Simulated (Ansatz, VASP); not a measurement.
Two plane-wave programs on GdN

INCAR

```
PREC     = Accurate       # precision mode
ENCUT    = 520            # plane-wave cutoff, eV
EDIFF    = 1E-6           # SCF threshold, eV
ISMEAR   = 0              # smearing method
SIGMA    = 0.05           # smearing width, eV
LREAL    = False          # projectors in reciprocal space
LASPH    = True           # aspherical terms in the spheres
NELM     = 150            # most SCF steps
ALGO     = Normal         # electronic algorithm
ISIF     = 2              # what is computed and relaxed
LWAVE    = False          # write WAVECAR
LCHARG   = False          # write CHGCAR
ISPIN    = 2              # spin polarisation
MAGMOM   = 7 7 0 0        # initial moments
LORBIT   = 11             # projections on sites
LMAXMIX  = 6              # l up to which the mixer works
LDAU     = True           # DFT+U
LDAUTYPE = 2            
LDAUL    = 3 -1           # shell
LDAUU    = 6 0            # U, eV
LDAUJ    = 0 0          
LDAUPRINT= 1            
GGA      = PE             # functional
NBANDS   = 35             # bands
```

Contents of KPOINTS:

```
Automatic mesh
0
Gamma
  6 6 4
```

Contents of POSCAR:

```
GdN
1.0
    4.0327182031      0.0000000000      0.0000000000
    0.0000000000      4.0327182031      0.0000000000
    0.0000000000      0.0000000000      5.0815606143
Gd N
2 2
Direct
    0.5000000000      0.0000000000      0.2368000000
    0.0000000000      0.5000000000      0.7632000000
    0.0000000000      0.0000000000      0.0000000000
    0.5000000000      0.5000000000      0.0000000000
```

Input for Ansatz:

```yaml
crystal:
  lattice:
    - [4.0327182031, 0.0, 0.0]
    - [0.0, 4.0327182031, 0.0]
    - [0.0, 0.0, 5.0815606143]
  atoms:
    - { symbol: Gd, position: [0.5, 0.0, 0.2368], spin: 7.0 }
    - { symbol: Gd, position: [0.0, 0.5, 0.7632], spin: 7.0 }
    - { symbol: "N", position: [0.0, 0.0, 0.0] }
    - { symbol: "N", position: [0.5, 0.5, 0.0] }
basis:
  ecutwfc: 420
  ecutrho_ratio: 4
kpoints:
  mp_grid: { grid: [6, 6, 4] }
hamiltonian:
  xc: pbe
  hubbard: { sites: [{ species: Gd, l: f, u_eff: 6.0 }] }
scf:
  occupations: { method: gaussian, width: 0.05 }
  lower_state_search: "off"
output:
  forces: true
  stress: true
  eigenvalues: true
  populations: true
  hubbard: { sites: [{ species: Gd, l: f }] }
magnetization:
  spin_polarized: true
checkpoint:
  read: start.run
  write: ck
  compress: false
  write_wavefunctions: false
  write_every: 100000
```

Alike in both runs: task single point; functional PBE; k mesh 6 × 6 × 4; occupations gaussian, width 0.05 eV; collinear spin; Hubbard terms Gd f U = 6.0 eV.

|  | VASP | Ansatz |
| --- | --- | --- |
| version | VASP 6.6.1 | Ansatz 0.2.0 |
| potentials or method | VASP PAW PBE potentials, release 64 (Gd, N), cutoff 520 eV | scalar-relativistic, plane waves, PAW |
| valence electrons in the cell | 46 | 46 |

Ansatz gave:

```
gap on the k mesh at the Fermi level (eV)                     : none
pressure (GPa)                                                : -4.9
traceless stress, the component that is largest in VASP (GPa) : -10.54
rms of the force components (eV/Å)                            : 1.364
net moment per atom (μB)                                      : 3.49
size of the moment on the site where the two differ most (μB) : 0.25
```

Task: Estimate VASP's values.

Result: gap on the k mesh at the Fermi level (eV): none; pressure (GPa): -4.6; traceless stress, the component that is largest in VASP (GPa): -10.75; rms of the force components (eV/Å): 1.353; net moment per atom (μB): 3.49; size of the moment on the site where the two differ most (μB): 0.19.

Site moments also hang on the region over which each program counts them. The programs project onto different local orbitals, so the same U acts differently, and such runs can settle in different states. Atom by atom the forces differ by 0.011 eV/Å (rms over components). A gap of «none» marks a metal or a gap that the smearing closes. Ansatz's warnings: filled band counts differ across k points.

Neither program's run includes spin-orbit coupling.
